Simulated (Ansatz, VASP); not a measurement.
**Two plane-wave programs on Be5Sn**

```
CELL_PARAMETERS angstrom
2.71448 0.00000 0.00000
-1.35724 2.35081 0.00000
0.00000 0.00000 11.07501
ATOMIC_POSITIONS crystal
Be 0.00000 0.00000 0.65017
Be 0.33333 0.66667 0.80034
Be 0.33333 0.66667 0.19966
Be 0.00000 0.00000 0.34983
Be 0.66667 0.33333 0.50000
Sn 0.00000 0.00000 0.00000
```

Alike in both runs: task relaxation of cell and atoms; functional PBE; k mesh 6 × 6 × 2; occupations gaussian, width 0.1 eV; no spin polarisation.

|  | VASP | Ansatz |
| --- | --- | --- |
| version | VASP 6.6.1 | Ansatz 0.2.0 |
| potentials or method | VASP PAW PBE potentials, release 64 (Be, Sn_d), cutoff 600 eV | scalar-relativistic, plane waves, PAW |
| valence electrons in the cell | 24 | 24 |

VASP gave:

| Quantity | Value |
| --- | --- |
| gap on the k mesh at the Fermi level, each at its own relaxed structure (eV) | none |
| relaxed volume (Å³/atom) | 12.89 |
| relaxed cell length with the largest relative difference (Å) | 2.805 |

Q: What did Ansatz give for the same quantities?

A: gap on the k mesh at the Fermi level, each at its own relaxed structure (eV): none; relaxed volume (Å³/atom): 12.83; relaxed cell length with the largest relative difference (Å): 2.799.

A gap of «none» marks a metal or a gap that the smearing closes.

The k mesh is coarse, so the values compare programs but aren't converged.
